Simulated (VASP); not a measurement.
# Cr (Im-3m) in VASP: a series of runs, part 2 of 2

VASP 6.6.1. The steps go on from the part before.

**3. Relaxation of cell and atoms, PBEsol, collinear spin, ferromagnetic start, target pressure 2 GPa, at which the enthalpy is minimised**

INCAR reads:

```
SYSTEM = Cr
ALGO = Normal ; EDIFF = 1E-7
EDIFFG = -0.01 ; ENCUT = 600
GGA = PS ; IBRION = 2
ISIF = 3 ; ISMEAR = -1
ISPIN = 2 ; LASPH = .TRUE.
LCHARG = .FALSE. ; LMAXMIX = 4
LORBIT = 11 ; LREAL = .FALSE.
LWAVE = .FALSE. ; MAGMOM = 3
NELM = 150 ; NSW = 60
PREC = Accurate ; PSTRESS = 20.0
SIGMA = 0.05
```

KPOINTS reads:

```
k-points
0
G
  12 12 12
  0 0 0
```

POSCAR reads:

```
Cr
1.0
   -1.4844496776      1.4844496776      1.4844496776
    1.4844496776     -1.4844496776      1.4844496776
    1.4844496776      1.4844496776     -1.4844496776
Cr
1
Direct
    0.0000000000      0.0000000000      0.0000000000
```

Potentials or basis: VASP PAW PBE potentials, release 64 (Cr_pv).

On the command line:

```bash
$ cat potpaw_PBE.64/Cr_pv/POTCAR > POTCAR
$ mpirun -np 1 vasp_std > vasp.out
```

OUTCAR:

```text
SYSTEM = Cr
   EDIFF = 1E-7
   EDIFFG = -0.01
   ENCUT = 600
   GGA = PS
   IBRION = 2
   ISIF = 3
   ISMEAR = -1
   ISPIN = 2
   LASPH = .TRUE.
   LORBIT = 11
   LREAL = .FALSE.
   NELM = 150
   NSW = 60
   PREC = Accurate
   PSTRESS = 20.0

 ion  position               nearest neighbor table
   1  0.000  0.000  0.000-

  LATTYP: Found a body centered cubic cell.
 ALAT       =     2.9688993552

  Lattice vectors:

 A1 = (  -1.4844496776,   1.4844496776,   1.4844496776)
 A2 = (   1.4844496776,  -1.4844496776,   1.4844496776)
 A3 = (   1.4844496776,   1.4844496776,  -1.4844496776)

Analysis of symmetry for initial positions (statically):
=====================================================================
 Subroutine PRICEL returns:
 Original cell was already a primitive cell.

 Routine SETGRP: Setting up the symmetry group for a
 body centered cubic supercell.

 Subroutine GETGRP returns: Found 48 space group operations
 (whereof 48 operations were pure point group operations)
 out of a pool of 48 trial point group operations.

The static configuration has the point symmetry O_h .

Analysis of symmetry for dynamics (positions and initial velocities):
=====================================================================
 Subroutine PRICEL returns:
 Original cell was already a primitive cell.

 Routine SETGRP: Setting up the symmetry group for a
 body centered cubic supercell.

 Subroutine GETGRP returns: Found 48 space group operations
 (whereof 48 operations were pure point group operations)
 out of a pool of 48 trial point group operations.

The dynamic configuration has the point symmetry O_h .

Analysis of structural, dynamic, and magnetic symmetry:
=====================================================================
 Subroutine PRICEL returns:
 Original cell was already a primitive cell.

 Routine SETGRP: Setting up the symmetry group for a
 body centered cubic supercell.

 Subroutine GETGRP returns: Found 48 space group operations
 (whereof 48 operations were pure point group operations)
 out of a pool of 48 trial point group operations.

The overall configuration has the point symmetry O_h .

 Subroutine INISYM returns: Found 48 space group operations
 (whereof 48 operations are pure point group operations),
 and found     1 'primitive' translations

----------------------------------------------------------------------------------------

                                     Primitive cell

  volume of cell :      13.0845

  direct lattice vectors                    reciprocal lattice vectors
    -1.484449678  1.484449678  1.484449678     0.000000000  0.336825160  0.336825160
     1.484449678 -1.484449678  1.484449678     0.336825160  0.000000000  0.336825160
     1.484449678  1.484449678 -1.484449678     0.336825160  0.336825160  0.000000000

  length of vectors
     2.571142263  2.571142263  2.571142263     0.476342709  0.476342709  0.476342709

  position of ions in fractional coordinates (direct lattice)
     0.000000000  0.000000000  0.000000000

  ion indices of the primitive-cell ions
   primitive index   ion index
                 1           1

----------------------------------------------------------------------------------------

 KPOINTS: k-points

Automatic generation of k-mesh.
 Grid dimensions read from file:
 generate k-points for:   12   12   12

 Generating k-lattice:

  Cartesian coordinates                     Fractional coordinates (reciprocal lattice)
     0.000000000  0.028068763  0.028068763     0.083333333  0.000000000  0.000000000
     0.028068763  0.000000000  0.028068763     0.000000000  0.083333333  0.000000000
     0.028068763  0.028068763  0.000000000     0.000000000  0.000000000  0.083333333

  Length of vectors
     0.039695226  0.039695226  0.039695226

  Shift w.r.t. Gamma in fractional coordinates (k-lattice)
     0.000000000  0.000000000  0.000000000

 Subroutine IBZKPT returns following result:
 ===========================================

 Found     72 irreducible k-points:

 Following reciprocal coordinates:
            Coordinates               Weight
  0.000000  0.000000  0.000000      1.000000
  0.083333  0.000000  0.000000     12.000000
  0.166667  0.000000  0.000000     12.000000
  0.250000  0.000000  0.000000     12.000000
  0.333333  0.000000  0.000000     12.000000
  0.416667  0.000000  0.000000     12.000000
[... 16 lines left out ...]
  0.333333  0.083333  0.083333     24.000000
  0.416667  0.083333  0.083333     12.000000
 [... further k-points ...]
   k-points           NKPTS =     72   k-points in BZ     NKDIM =     72   number of bands    NBANDS=     12
   number of dos      NEDOS =    301   number of ions     NIONS =      1
   total plane-waves  NPLWV =  13824
   dimension x,y,z NGX =    24 NGY =   24 NGZ =   24
   dimension x,y,z NGXF=    48 NGYF=   48 NGZF=   48
   ions per type =               1
   NGX,Y,Z   is equivalent  to a cutoff of  15.52, 15.52, 15.52 a.u.
   NGXF,Y,Z  is equivalent  to a cutoff of  31.04, 31.04, 31.04 a.u.
 SYSTEM =  Cr
   PREC   = accura    normal or accurate (medium, high low for compatibility)
   ISTART =      0    job   : 0-new  1-cont  2-samecut
   ICHARG =      2    charge: 1-file 2-atom 10-const
   ISPIN  =      2    spin polarized calculation?
   LNONCOLLINEAR =      F non collinear calculations
   LSORBIT =      F    spin-orbit coupling
   LASPH  =      T    aspherical Exc in radial PAW
   ENCUT  =  600.0 eV  44.10 Ry    6.64 a.u.   5.14  5.14  5.14*2*pi/ulx,y,z
   NELM   =    150;   NELMIN=  2; NELMDL= -5     # of ELM steps
   EDIFF  = 0.1E-06   stopping-criterion for ELM
   LREAL  =      F    real-space projection
   EDIFFG = -.1E-01   stopping-criterion for IOM
   NSW    =     60    number of steps for IOM
   IBRION =      2    ionic relax: 0-MD 1-quasi-New 2-CG
   NFREE  =      1    steps in history (QN), initial steepest desc. (CG)
   ISIF   =      3    stress and relaxation
   ISYM   =      2    0-nonsym 1-usesym 2-fastsym
   POTIM  = 0.5000    time-step for ionic-motion
   TEBEG  =    0.0;   TEEND  =   0.0 temperature during run
   PSTRESS=   20.0 pullay stress
   NELECT =      12.0000    total number of electrons
   NUPDOWN=      -1.0000    fix difference up-down
   EMIN   =  10.00;   EMAX   =-10.00  energy-range for DOS
   EFERMI =   0.00;   METHOD = LEGACY
   ISMEAR =    -1;   SIGMA  =   0.05  broadening in eV -4-tet -1-fermi 0-gaus
   EFERMI_NEDOS =   21; number of points for ismear=-14 and -15
   IALGO  =     38    algorithm
   IMIX   =      4    mixing-type and parameters
     AMIX     =   0.40;   BMIX     =  1.00
     AMIX_MAG =   1.60;   BMIX_MAG =  1.00
  volume/ion in A,a.u.               =      13.08        88.30
  Fermi-wavevector in a.u.,A,eV,Ry     =   1.590559  3.005721 34.421077  2.529878
  Thomas-Fermi vector in A             =   2.689235
   LORBIT       =     11    0 simple, 1 ext, 2 COOP (PROOUT), +10 PAW based schemes
   GGA     = PS    functional components
   LHFCALC =     F    Hartree Fock is set to
   AEXX    =    0.0000 exact exchange contribution
   IVDW    =     0    specifies the selected vdW correction
   LEPSILON=     F    determine dielectric tensor
   LRPA    =     F    only Hartree local field effects (RPA)
 conjugate gradient relaxation of ions
 spin polarized calculation
  energy-cutoff  :      600.00
  volume of cell :       13.08
 maximum number of plane-waves:       466
 NGX is ok and might be reduce to    24
   NGX = 11   NGY = 11   NGZ = 11

--------------------------------------- Ionic step        1  -------------------------------------------

 number of electron      11.9999998 magnetization      -0.0001205

 number of electron      11.9999998 magnetization       0.0000049

 Free energy of the ion-electron system (eV)
  ---------------------------------------------------
  ext. energy  EPLUGINS =         0.00000000
  ---------------------------------------------------
  free energy    TOTEN  =       -10.01717348 eV

  energy without entropy =      -10.01107072  energy(sigma->0) =      -10.01412210

 E-fermi :   9.1057     XC(G=0): -13.1153

 val. band max:        9.0613472262   @ k =   0.1667   0.0000   0.0000
 cond. band min:       9.1299839113   @ k =   0.4167   0.0833   0.0000
 fundamental gap:      0.0686366851
 Fermi energy:         9.1056718972

 spin component 1

 k-point     1 :       0.0000    0.0000    0.0000
  band No.  band energies     occupation
      1     -33.5740      1.00000
      2     -33.5740      1.00000
      3     -33.5740      1.00000
      4       1.7359      1.00000
      5       8.3923      1.00000
      6       8.3923      1.00000
      7       8.3923      1.00000
      8      10.1058      0.00000
      9      10.1058      0.00000
     10      16.1943      0.00000
     11      30.4612      0.00000
     12      30.4612      0.00000
[... 864 lines left out ...]
 number of electron      12.0000004 magnetization       0.0000000

 number of electron      12.0000004 magnetization      -0.0000000

 Free energy of the ion-electron system (eV)
  ---------------------------------------------------
  ext. energy  EPLUGINS =         0.00000000
  ---------------------------------------------------
  free energy    TOTEN  =       -10.25036950 eV

  energy without entropy =      -10.24678419  energy(sigma->0) =      -10.24857685

 E-fermi :  11.4954     XC(G=0): -14.1068

 val. band max:       11.3985547603   @ k =   0.1667   0.0000   0.0000
 cond. band min:      11.5551853673   @ k =  -0.1667   0.2500   0.0833
 fundamental gap:      0.1566306071
 Fermi energy:        11.4953827372

 spin component 1

 k-point     1 :       0.0000    0.0000    0.0000
  band No.  band energies     occupation
      1     -30.9877      1.00000
      2     -30.9877      1.00000
      3     -30.9877      1.00000
      4       3.4535      1.00000
      5      10.5495      1.00000
      6      10.5495      1.00000
      7      10.5495      1.00000
      8      12.7032      0.00000
      9      12.7032      0.00000
     10      18.6546      0.00000
     11      34.1496      0.00000
     12      34.1496      0.00000
[... 741 lines left out ...]
  energy  without entropy=      -10.2467841913  energy(sigma->0) =      -10.24857685

  enthalpy is  TOTEN    =       -10.1127486252 eV   P V=        0.1376208773

 reached required accuracy - stopping structural energy minimisation

 total charge

# of ion       s       p       d       tot
------------------------------------------
    1        0.447   6.434   4.282  11.163

 magnetization (x)

# of ion       s       p       d       tot
------------------------------------------
    1        0.000  -0.000   0.000   0.000
```

OSZICAR:

```text
N       E                     dE             d eps       ncg     rms          rms(c)
DAV:   1     0.905764715908E+02    0.90576E+02   -0.74505E+03  3464   0.124E+03
DAV:   2    -0.923101376580E+01   -0.99807E+02   -0.96417E+02  3512   0.313E+02
[... 46 lines left out ...]
DAV:   1    -0.102533739629E+02   -0.26126E-02   -0.42627E-02  3456   0.370E+00    0.489E-01
DAV:   2    -0.102504538881E+02    0.29201E-02   -0.74163E-03  3544   0.149E+00    0.864E-02
DAV:   3    -0.102503943948E+02    0.59493E-04   -0.62576E-05  3552   0.130E-01    0.468E-02
DAV:   4    -0.102503707284E+02    0.23666E-04   -0.26473E-05  3592   0.679E-02    0.586E-03
DAV:   5    -0.102503697979E+02    0.93050E-06   -0.52518E-07  3496   0.107E-02    0.212E-03
DAV:   6    -0.102503694767E+02    0.32119E-06   -0.54986E-09  1800   0.118E-03    0.149E-04
DAV:   7    -0.102503695025E+02   -0.25714E-07   -0.14734E-09  1728   0.603E-04
   5 F= -.10112749E+02 E0= -.10110956E+02  d E =-.258909E+00  mag=     0.0000
```

It took 92 s on 1 thread of Intel Xeon Platinum 8375C at 2.90GHz (Ice Lake), shared host; peak memory 0.17 GiB.

What came out:

| Property | Result |
| --- | --- |
| Free energy | -10.2504 eV |
| Relaxed volume | 11.02 Å³/atom |
| Relaxed cell | a = 2.428 Å, b = 2.428 Å, c = 2.428 Å, α = 109.47°, β = 109.47°, γ = 109.47° |
| Space group after relaxing (to 0.1 Å) | Im-3m (No. 229) |
| Energy change on relaxing (the run minimises the enthalpy) | -233.2 meV/atom |
| Ionic steps | 5 |
| Pressure after relaxing | 2.0 GPa |
| Band gap on the k mesh | zero (filled and empty bands overlap) |
| Net moment | 0.00 μB per cell |
| Valence electrons inside the program's atomic spheres | Cr 11.16 |

Step by step:
```csv
step,energy change (eV),largest force (eV/Å),pressure (GPa),volume (Å³)
1,0.0000,0.0000,-32.57,13.08
2,0.6855,0.0000,140.34,8.43
3,-0.2332,0.0000,-1.84,11.18
4,-0.2336,0.0000,0.85,11.07
5,-0.2332,0.0000,2.01,11.02
```

Final structure:
```
Cr
1.0
    -1.40207    1.40207    1.40207
     1.40207   -1.40207    1.40207
     1.40207    1.40207   -1.40207
Cr
1
Direct
  0.00000 0.00000 0.00000
```

Levels at points of the mesh, in eV from the Fermi level:
Spin up:
| k point | band 4 | band 5 | band 6 | band 7 | band 8 | band 9 |
| --- | --- | --- | --- | --- | --- | --- |
| (0.00, 0.00, 0.00) | -8.04 | -0.95 | -0.95 | -0.95 | 1.21 | 1.21 |
| (0.50, 0.00, 0.00) | -4.68 | -2.61 | 1.23 | 1.24 | 1.58 | 3.09 |
| (0.50, 0.50, 0.50) | -4.63 | -4.63 | 2.66 | 2.66 | 2.66 | 7.16 |
Spin down:
| k point | band 2 | band 3 | band 4 | band 5 | band 6 | band 7 | band 8 | band 9 | band 10 | band 11 |
| --- | --- | --- | --- | --- | --- | --- | --- | --- | --- | --- |
| (0.00, 0.00, 0.00) | -42.48 | -42.48 | -8.04 | -0.95 | -0.95 | -0.95 | 1.21 | 1.21 | 7.16 | 22.65 |
| (0.50, 0.00, 0.00) | -42.82 | -42.49 | -4.68 | -2.61 | 1.23 | 1.24 | 1.58 | 3.09 | 7.16 | 10.51 |
| (0.50, 0.50, 0.50) | -43.22 | -43.22 | -4.63 | -4.63 | 2.66 | 2.66 | 2.66 | 7.16 | 11.01 | 11.01 |

Caveat: the cell is relaxed towards a set pressure, so the run minimises the enthalpy, not the energy; the volume moved by over 15 % at a fixed basis, so the end points are rough; an empty level that is flat over the whole mesh can mark a ghost state of the potentials, or a narrow d or f band; the PAW data sets were made with another functional, which shifts forces and pressure a little.

**4. Single point, PBE, collinear spin, ferromagnetic start**

INCAR reads:

```
SYSTEM = Cr
  ALGO = Normal
  EDIFF = 1E-6
  ENCUT = 500
  GGA = PE
  GGA_COMPAT = .False.
  ISIF = 2
  ISMEAR = -1
  ISPIN = 2
  LASPH = .True.
  LCHARG = .False.
  LMAXMIX = 4
  LORBIT = 11
  LREAL = .False.
  LWAVE = .False.
  MAGMOM = 4.5
  NBANDS = 16
  NELM = 200
  PREC = Accurate
  SIGMA = 0.05
```

KPOINTS reads:

```
k-points
0
Gamma
  12 12 12
  0 0 0
```

POSCAR is that of step 3.

On the command line:

```bash
$ cat potpaw_PBE.64/Cr_pv/POTCAR > POTCAR
$ mpirun -np 1 vasp_std > vasp.out
```

Run time: 22 s. Hardware: 1 thread of Intel Xeon Platinum 8375C at 2.90GHz (Ice Lake), shared host; peak memory 0.14 GiB.

The run converged. Its results:

* Free energy: -9.3845 eV
* Pressure: -25.2 GPa
* Band gap on the k mesh: zero (filled and empty bands overlap)
* Net moment: 0.00 μB per cell
* Valence electrons inside the program's atomic spheres: Cr 10.81

Levels at points of the mesh, in eV from the Fermi level:
Spin up:
```tsv
k point	band 2	band 3	band 4	band 5	band 6	band 7	band 8	band 9	band 10	band 11
(0.00, 0.00, 0.00)	-42.82	-42.82	-7.35	-0.72	-0.72	-0.72	1.03	1.03	7.11	21.36
(0.50, 0.00, 0.00)	-43.02	-42.83	-3.80	-2.02	0.90	1.00	1.29	2.42	7.10	8.58
(0.50, 0.50, 0.50)	-43.25	-43.25	-3.56	-3.56	2.09	2.09	2.09	7.10	9.59	9.59
```
Spin down:
| k point | band 3 | band 4 | band 5 | band 6 | band 7 | band 8 | band 9 | band 10 |
| --- | --- | --- | --- | --- | --- | --- | --- | --- |
| (0.00, 0.00, 0.00) | -42.82 | -7.35 | -0.72 | -0.72 | -0.72 | 1.03 | 1.03 | 7.11 |
| (0.50, 0.00, 0.00) | -42.83 | -3.80 | -2.02 | 0.90 | 1.00 | 1.29 | 2.42 | 7.10 |
| (0.50, 0.50, 0.50) | -43.25 | -3.56 | -3.56 | 2.09 | 2.09 | 2.09 | 7.10 | 9.59 |

Caveat: the cell stands under tension.
